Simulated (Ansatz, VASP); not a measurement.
## One calculation of GaF, two programs

The input INCAR:

```
  PREC = Accurate
  ENCUT = 600
  EDIFF = 1E-6
  ISMEAR = -1
  SIGMA = 0.05
  LREAL = F
  LASPH = T
  NELM = 120
  ALGO = Normal
  ISIF = 2
  LWAVE = F
  LCHARG = F
  GGA = PE
  NBANDS = 17
  GGA_COMPAT = F
```

File KPOINTS:

```
Automatic mesh
0
Gamma
  9 9 9
```

Contents of POSCAR:

```
GaF
1.0
    0.0000000000      2.5769602800      2.5769602800
    2.5769602800      0.0000000000      2.5769602800
    2.5769602800      2.5769602800      0.0000000000
Ga F
1 1
Direct
    0.2500000000      0.2500000000      0.2500000000
    0.0000000000      0.0000000000      0.0000000000
```

The input input.yaml:

```yaml
crystal:
  lattice:
    - [0.0, 2.57696028, 2.57696028]
    - [2.57696028, 0.0, 2.57696028]
    - [2.57696028, 2.57696028, 0.0]
  atoms:
    - { symbol: Ga, position: [0.25, 0.25, 0.25] }
    - { symbol: F, position: [0.0, 0.0, 0.0] }
kpoints:
  mp_grid: { grid: [9, 9, 9] }
scf:
  occupations: { method: fermi_dirac, width: 0.05 }
hamiltonian:
  xc: pbe
  pseudopotentials: { kind: all_electron, lapw: { basis_error: 0.0005 } }
output:
  forces: true
  stress: true
  eigenvalues: true
```

Alike in both runs: task single point; functional PBE; k mesh 9 × 9 × 9; occupations fermi-dirac, width 0.05 eV; no spin polarisation.

|  | VASP | Ansatz |
| --- | --- | --- |
| version | VASP 6.6.1 | Ansatz 0.2.0 |
| potentials or method | VASP PAW PBE potentials, release 64 (Ga_d, F), cutoff 600 eV | all-electron LAPW, scalar-relativistic |

```csv
,VASP,Ansatz,Ansatz less VASP
gap on the k mesh at the Fermi level (eV),1.01,1.01,+0.001
least direct gap on the mesh (eV),1.01,1.01,+0.001
pressure (GPa),14.5,14.5,+0.03
```

Ansatz ran all-electron here, and VASP with PAW potentials.
